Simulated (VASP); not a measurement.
FeS2: single point with PBEsol

Crystal: FeS2.

```xyz
6
Lattice="4.3674 0.0000 0.0000 0.0000 5.3331 0.0000 0.0000 0.0000 3.2441" Properties=species:S:1:pos:R:3 pbc="T T T"
Fe    2.1837    2.6666    1.6220
Fe    0.0000    0.0000    0.0000
S     1.2937    4.6616    1.6220
S     3.0737    0.6716    1.6220
S     0.8900    1.9950    0.0000
S     3.4774    3.3381    0.0000
```

| Property | Result |
| --- | --- |
| Program | VASP 6.6.1 |
| Task | single point |
| Functional | PBEsol |
| Potentials or basis | VASP PAW PBE potentials, release 64 (Fe, S) |
| Cutoff | 600 eV |
| k mesh | 6 × 6 × 8 |
| Occupations | gaussian, width 0.02 eV |
| Spin | no spin polarisation |

```
Pressure               : 6.3 GPa
Largest force          : 0.059 eV/Å
Band gap on the k mesh : 0.89 eV (least direct gap 1.25 eV)
```

Forces in eV/Å, atoms in the order of the input:
```
Fe   0.000  0.000  0.000
Fe   0.000  0.000  0.000
S    0.053  0.025  0.000
S   -0.053 -0.025  0.000
S   -0.053  0.025  0.000
S    0.053 -0.025  0.000
```

Stress tensor (GPa, compression positive):
```
 4.86  0.00  0.00
 0.00  2.42  0.00
 0.00  0.00 11.68
```

Levels at points of the mesh, in eV from the valence-band top:
| k point | band 18 | band 19 | band 20 | band 21 | band 22 | band 23 |
| --- | --- | --- | --- | --- | --- | --- |
| (0.00, 0.00, 0.00) | -1.05 | -0.95 | -0.67 | 1.16 | 1.47 | 2.84 |
| (0.50, 0.00, 0.00) | -0.98 | -0.11 | -0.11 | 1.93 | 1.93 | 1.93 |
| (0.00, 0.50, 0.00) | -1.14 | -0.42 | -0.42 | 1.13 | 1.13 | 2.45 |
| (0.50, 0.50, 0.00) | -1.37 | -1.14 | -1.14 | 1.43 | 1.43 | 2.11 |
| (0.00, 0.00, 0.50) | -1.20 | -0.47 | -0.47 | 1.67 | 1.67 | 1.67 |
| (0.50, 0.00, 0.50) | -1.05 | -0.41 | -0.41 | 1.57 | 1.57 | 1.93 |
| (0.00, 0.50, 0.50) | -1.84 | -0.45 | -0.45 | 0.89 | 0.89 | 2.27 |
| (0.50, 0.50, 0.50) | -0.84 | -0.43 | -0.43 | 1.50 | 1.50 | 2.15 |

Run time: 2.5 min on 1 thread of AMD EPYC 9R45 96-Core Processor (Zen 5), on a shared host, peak memory 0.29 GiB.

Caveat: the stress differs along the axes, from 2 to 12 GPa; the PAW data sets were made with another functional, which shifts forces and pressure a little. Spin polarisation is off, so any magnetic state and its effect on volume and gap are missing.
